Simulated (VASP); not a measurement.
A run of VASP 6.6.1 is set up as follows.

The input INCAR:

```
SYSTEM = Al24Si
PREC = Accurate
ENCUT = 520
EDIFF = 1E-7
ISMEAR = 0
SIGMA = 0.1
LREAL = Auto
LASPH = .TRUE.
NELM = 60
ALGO = Normal
ISIF = 2
LWAVE = .FALSE.
LCHARG = .TRUE.
LDIPOL = .TRUE.
IDIPOL = 3
DIPOL = 0.5 0.5 0.471
GGA = PE
IVDW = 12
LELF = .TRUE.
LVHAR = .TRUE.
LVACPOTAV = .TRUE.
NBANDS = 56
```

KPOINTS

```
regular mesh
0
G
  5 4 1
  0 0 0
```

POSCAR

```
Al24Si
1.0
    5.6324246406      0.0000000000      0.0000000000
    0.0000000000      7.9654513158      0.0000000000
    0.0000000000      0.0000000000     26.0405308008
Al Si
24 1
Direct
    0.2500000000      0.2500000000      0.3264142373
    0.2500000000      0.7500000000      0.3264142373
    0.7500000000      0.2500000000      0.3264142373
    0.7500000000      0.7500000000      0.3264142373
    0.5000000000      0.5000000000      0.3804878724
    0.5000000000      0.0000000000      0.3804878724
    0.0000000000      0.5000000000      0.3804878724
    0.0000000000      0.0000000000      0.3804878724
    0.7500000000      0.7500000000      0.4345615075
    0.7500000000      0.2500000000      0.4345615075
    0.2500000000      0.7500000000      0.4345615075
    0.2500000000      0.2500000000      0.4345615075
    0.0025076152     -0.0079640575      0.4911662214
    0.0025078697      0.5079651022      0.4911656457
    0.4974924895     -0.0079638575      0.4911661456
    0.4974922325      0.5079649039      0.4911655714
    0.2499997494      0.2500002682      0.5412091761
    0.2499999583      0.7500010043      0.5575028762
    0.7499996493      0.2500022745      0.5415026762
    0.7499994455      0.7499995947      0.5505016680
    0.5044668721      0.4863990704      0.6008491698
    0.5044664646      0.0136024886      0.6008485532
   -0.0044693545      0.4863980938      0.6008492626
   -0.0044689375      0.0136034618      0.6008486451
    0.2499999492      1.2500006673      0.6409980167
```

Potentials or basis: VASP PAW PBE potentials, release 64 (Al, Si).

The run is started by

```console
$ cat potpaw_PBE.64/Al/POTCAR potpaw_PBE.64/Si/POTCAR > POTCAR
$ mpirun -np 1 vasp_std > vasp.out
```

Problem. Predict the band gap on the k mesh.

Solution. Zero (bands 38 and 39 overlap by 0.63 eV).

Problem. Estimate the dispersion energy per atom.

Solution. -0.254 eV.

Problem. Estimate the largest force.

Solution. 0.363 eV/Å.

Forces in eV/Å, atoms in the order of the input:
```
Al   0.000  0.000 -0.026
Al   0.000  0.000  0.116
Al   0.000  0.000  0.143
Al   0.000  0.000  0.113
Al   0.011 -0.051 -0.199
Al   0.011  0.051 -0.199
Al  -0.011 -0.051 -0.199
Al  -0.011  0.051 -0.199
Al   0.000  0.000  0.099
Al   0.000  0.000  0.065
Al   0.000  0.000  0.363
Al   0.000  0.000 -0.063
Al  -0.004  0.000 -0.017
Al  -0.004  0.000 -0.017
Al   0.004  0.000 -0.017
Al   0.004  0.000 -0.017
Al   0.000  0.000  0.011
Al   0.000  0.000 -0.001
Al   0.000  0.000 -0.014
Al   0.000  0.000  0.018
Al   0.005 -0.001  0.007
Al   0.005  0.001  0.007
Al  -0.005 -0.001  0.007
Al  -0.005  0.001  0.007
Si   0.000  0.000  0.009
```
